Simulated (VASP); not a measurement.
Set up this calculation in VASP 6.6.1, as the native input.

- Task: single point
- Functional: PBE
- Potentials or basis: VASP PAW PBE potentials, release 64 (Sr_sv)
- Cutoff: 520 eV
- k mesh: 9 × 9 × 3
- Occupations: fermi-dirac, width 0.08 eV
- Spin: no spin polarisation
- Dipole correction: no
- Further INCAR settings: ALGO = Normal; EDIFF = 1e-06; NBANDS = 28

The structure of Sr lies in POSCAR:

```
Sr
1.0
    3.2707008584      0.0000000000      0.0000000000
   -1.6353504292      2.8325100315      0.0000000000
    0.0000000000      0.0000000000     10.7100622916
Sr
4
Direct
    0.0000000000      0.0000000000      0.0000000000
    0.0000000000      0.0000000000      0.5000000000
    0.3333333333      0.6666666667      0.2500000000
    0.6666666667      0.3333333333      0.7500000000
```

This isn't the form of Sr at room conditions, which is fcc.

The input as run:

INCAR

```
ALGO = Normal ; EDIFF = 1E-6
ENCUT = 520 ; GGA = PE
ISIF = 2 ; ISMEAR = -1
LASPH = T ; LCHARG = T
LELF = T ; LREAL = F
LVHAR = T ; LWAVE = F
NBANDS = 28 ; NELM = 80
PREC = Accurate ; SIGMA = 0.08
```

KPOINTS

```
k-points
0
Gamma
  9 9 3
```

Potentials or basis: VASP PAW PBE potentials, release 64 (Sr_sv).

The run is started by

```sh
$ cat potpaw_PBE.64/Sr_sv/POTCAR > POTCAR
$ mpirun -np 1 vasp_std > vasp.out
```

It gave:

The pressure is 28.9 GPa and the band gap on the k mesh is zero (bands 20 and 21 overlap by 0.91 eV).

Caveat: the cell stands under pressure.

Run time: 96 s on 1 thread of Intel Xeon 8259CL (shared host), peak memory 0.19 GiB.
